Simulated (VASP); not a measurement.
Runs of VASP 6.6.1 on ZnS3. The structure is that of space group Fm-3m (No. 225), or close to it. The cells are those of the table. 

```tsv
task	cell	k mesh	cutoff (eV)	gap on the mesh (eV)	pressure (GPa)	relaxed volume (Å³/atom)
relaxation of cell and atoms	relaxed from a = 4.823 Å, angles 60.0°, 4 atoms	4 × 4 × 4	600	none	-0.2	15.96
relaxation of cell and atoms	relaxed from a = 4.483 Å, angles 60.0°, 4 atoms	6 × 6 × 6	600	none	0.0	16.10
single point	a = 4.823 Å, angles 60.0°, 4 atoms	4 × 4 × 4	520	none	(a)	-
single point	a = 4.498 Å, angles 60.0°, 4 atoms	12 × 12 × 12	520	none	0.0	-
relaxation of cell and atoms	relaxed from a = 4.498 Å, angles 60.0°, 4 atoms	12 × 12 × 12	600	none	0.0	-
single point	a = 4.483 Å, angles 60.0°, 4 atoms	4 × 4 × 4	520	none	0.0	-
single point	a = 4.498 Å, angles 60.0°, 4 atoms	6 × 6 × 6	520	none	0.0	-
```

Alike in all rows: level PBE; potentials or basis VASP PAW PBE potentials, release 64 (Zn, S); no spin polarisation; smearing gaussian 0.1 eV.

Question: Fill in the values left out.

Answer: (a) -9.6.

Caveats: some runs use coarse meshes; the volume moved by over 15 % at a fixed basis, so the end points are rough (some runs); the relaxation stopped at its first step, so nothing moved (some runs).

A gap of «none» marks levels without a gap at the run's occupations.
